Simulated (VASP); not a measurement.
A run of VASP 6.6.1 is set up as follows.

The input INCAR:

```
SYSTEM = Bi
ALGO = Normal ; EDIFF = 1E-6
ENCUT = 500 ; GGA_COMPAT = .FALSE.
ISIF = 2 ; ISMEAR = -1
LASPH = .TRUE. ; LCHARG = .FALSE.
LREAL = .FALSE. ; LWAVE = .FALSE.
NBANDS = 14 ; NELM = 120
PREC = Accurate ; SIGMA = 0.1
```

Contents of KPOINTS:

```
k-points
0
G
  13 13 12
  0 0 0
```

Contents of POSCAR:

```
Bi
1.0
    3.2614543534      0.0000000000      0.0000000000
   -1.6307271767      2.8245023233      0.0000000000
    0.0000000000      0.0000000000      3.1175850797
Bi
1
Direct
    0.0000000000      0.0000000000      0.0000000000
```

Potentials or basis: VASP PAW LDA potentials, release 64 (Bi_d).

The run is started by

```sh
$ cat potpaw_LDA.64/Bi_d/POTCAR > POTCAR
$ mpirun -np 1 vasp_std > vasp.out
```

**Question.** Estimate the band gap on the k mesh.

**Answer.** Zero (an odd number of electrons rules out a gap without spin polarisation).

**Question.** What does it give for the pressure?

**Answer.** 6.3 GPa.

Caveat: the cell stands under pressure; spin-orbit coupling is left out, which moves the levels of the heavy elements.
